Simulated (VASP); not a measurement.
# BN: single point with PBE+D3(BJ)

The system is BN, a slab with vacuum.

```xyz
2
Lattice="2.5088 0.0000 0.0000 -1.2544 2.2813 0.0000 0.0000 0.0000 26.0000" Properties=species:S:1:pos:R:3 pbc="T T T"
B     0.0000   -0.0043   13.0000
N     1.2544    0.7647   13.0000
```

This cell differs from its parent crystal: strain along y +0.050, then relaxed in part.

- Program: VASP 6.6.1
- Task: single point
- Functional: PBE
- Dispersion: D3(BJ)
- Potentials or basis: VASP PAW PBE potentials, release 64 (B, N)
- Cutoff: 520 eV
- k mesh: 12 × 12 × 1
- Occupations: gaussian, width 0.02 eV
- Spin: no spin polarisation

* Largest force: 0.003 eV/Å
* Band gap on the k mesh: 4.50 eV
* Dispersion energy per atom: -0.073 eV
* Ionisation potential of the upper face: 5.91 eV

Forces on the atoms (eV/Å):
```
B    0.000 -0.003  0.000
N    0.000  0.003  0.000
```

Levels at points of the mesh, in eV from the valence-band top:
```
           k point  band 1  band 2  band 3  band 4  band 5  band 6  band 7  band 8  band 9
(0.00, 0.00, 0.00)  -17.21   -4.85   -1.63   -1.19    4.74    5.67    5.97    6.43    6.66
(0.50, 0.00, 0.00)  -14.24   -8.51   -4.24   -0.70    4.71    8.55   12.32   12.77   12.95
(0.00, 0.50, 0.00)  -14.57   -8.69   -3.50   -1.07    4.50    9.79   11.85   12.36   12.55
```

Wall time 2.1 min on 1 thread of Intel(R) Xeon(R) Platinum 8488C (Sapphire Rapids), on a shared host, peak memory 0.29 GiB.

Caveat: the cell differs from its parent crystal (strain along y +0.050, then relaxed in part).
